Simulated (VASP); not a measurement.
Crystal: InSbTe3.

```
In Sb Te
1.0
     5.18734    0.00000    0.00000
     0.00000    5.18734    0.00000
     0.00000    0.00000    5.18734
In Sb Te
1 1 3
Direct
  0.50000 0.50000 0.50000
  0.00000 0.00000 0.00000
  0.50000 0.00000 0.00000
  0.00000 0.50000 0.00000
  0.00000 0.00000 0.50000
```

The cell was built from a structure type or drawn by symmetry, and may not be a known phase.

* Program: VASP 6.6.1
* Task: relaxation of cell and atoms
* Functional: PBE
* Potentials or basis: VASP PAW PBE potentials, release 64 (In_d, Sb, Te)
* Cutoff: 600 eV
* k mesh: 4 × 4 × 4
* Occupations: gaussian, width 0.1 eV
* Spin: no spin polarisation

At the start: pressure 21.3 GPa; volume 27.92 Å³/atom.

**Question.** Where does the relaxation end?

**Answer.** Over 4 steps the energy falls by 556.6 meV/atom and the volume is 39.79 Å³/atom (+42.5 %); space group Pm-3m (No. 221, to 0.1 Å) before and after.

Step by step:
```
step  energy change (eV)  largest force (eV/Å)  pressure (GPa)  volume (Å³)
   1              0.0000                0.0000           21.33       139.58
   2             -2.4884                0.0000           -2.72       228.93
   3             -2.7800                0.0000            0.36       195.72
   4             -2.7828                0.0000           -0.07       198.95
```

Final structure:
```
In Sb Te
1.0
     5.83776    0.00000    0.00000
     0.00000    5.83776    0.00000
     0.00000    0.00000    5.83776
In Sb Te
1 1 3
Direct
  0.50000 0.50000 0.50000
  0.00000 0.00000 0.00000
  0.50000 0.00000 0.00000
  0.00000 0.50000 0.00000
  0.00000 0.00000 0.50000
```

Caveat: the volume moved by over 15 % at a fixed basis, so the end points are rough.
